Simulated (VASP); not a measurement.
The system is Se.

```
Se
1.0
     4.36620    0.00000    0.00000
    -2.18310    3.78124    0.00000
     0.00000    0.00000    4.95360
Se
3
Direct
  0.77436 0.77706 0.00232
  0.00130 0.22487 0.66613
  0.22570 0.99752 0.33803
```

This cell differs from its parent crystal: atoms moved at random.

| Quantity | Value |
| --- | --- |
| Program | VASP 6.6.1 |
| Task | relaxation of cell and atoms |
| Functional | PBE |
| Potentials or basis | VASP PAW PBE potentials, release 64 (Se) |
| Cutoff | 600 eV |
| k mesh | 6 × 6 × 4 |
| Occupations | fermi-dirac, width 0.025 eV |
| Spin | no spin polarisation |

At the start: pressure 3.0 GPa; volume 27.26 Å³/atom.

Q: Where does the relaxation end?

A: Over 23 steps the energy falls by 14.8 meV/atom and the volume is 29.68 Å³/atom (+8.9 %); space group P3_121 (No. 152, to 0.1 Å) before and after.

Step by step:
| step | energy change (eV) | largest force (eV/Å) | pressure (GPa) | volume (Å³) |
| --- | --- | --- | --- | --- |
| 1 | 0.0000 | 0.5193 | 2.99 | 81.78 |
| 2 | -0.0058 | 0.5599 | -2.19 | 87.94 |
| 3 | -0.0384 | 0.1340 | 0.08 | 84.87 |
| 4 | -0.0384 | 0.1257 | 0.13 | 84.81 |
| 5 | -0.0400 | 0.0919 | 0.13 | 85.07 |
| 6 | -0.0416 | 0.0526 | 0.13 | 85.64 |
| 7 | -0.0422 | 0.0418 | -0.01 | 86.14 |
| 8 | -0.0422 | 0.0412 | -0.01 | 86.14 |
| 9 | -0.0428 | 0.0283 | 0.07 | 86.43 |
| 10 | -0.0432 | 0.0507 | 0.19 | 86.83 |
| 11 | -0.0429 | 0.1232 | 0.44 | 87.64 |
| 12 | -0.0433 | 0.0712 | 0.26 | 87.07 |
| 13 | -0.0435 | 0.0619 | 0.23 | 87.28 |
| 14 | -0.0440 | 0.0381 | 0.12 | 87.89 |
| 15 | -0.0442 | 0.0503 | -0.08 | 89.12 |
| 16 | -0.0443 | 0.0314 | -0.01 | 88.64 |
| 17 | -0.0443 | 0.0308 | 0.00 | 88.60 |
| 18 | -0.0443 | 0.0265 | 0.00 | 88.64 |
| 19 | -0.0444 | 0.0195 | -0.01 | 88.78 |
| 20 | -0.0445 | 0.0284 | -0.02 | 89.05 |
| 21 | -0.0445 | 0.0210 | -0.02 | 88.96 |
| 22 | -0.0445 | 0.0105 | 0.01 | 89.01 |
| 23 | -0.0445 | 0.0098 | 0.02 | 89.03 |

Final structure:
```yaml
crystal:
  lattice:
    - [4.51087, 0.00112, 0.00475]
    - [-2.25444, 3.91083, -0.00309]
    - [0.00581, -0.00098, 5.04618]
  atoms:
    - { symbol: Se, position: [0.78150, 0.78004, 0.00228] }
    - { symbol: Se, position: [0.99923, 0.21895, 0.66907] }
    - { symbol: Se, position: [0.22062, 0.00046, 0.33512] }
```

Caveat: the cell differs from its parent crystal (atoms moved at random).
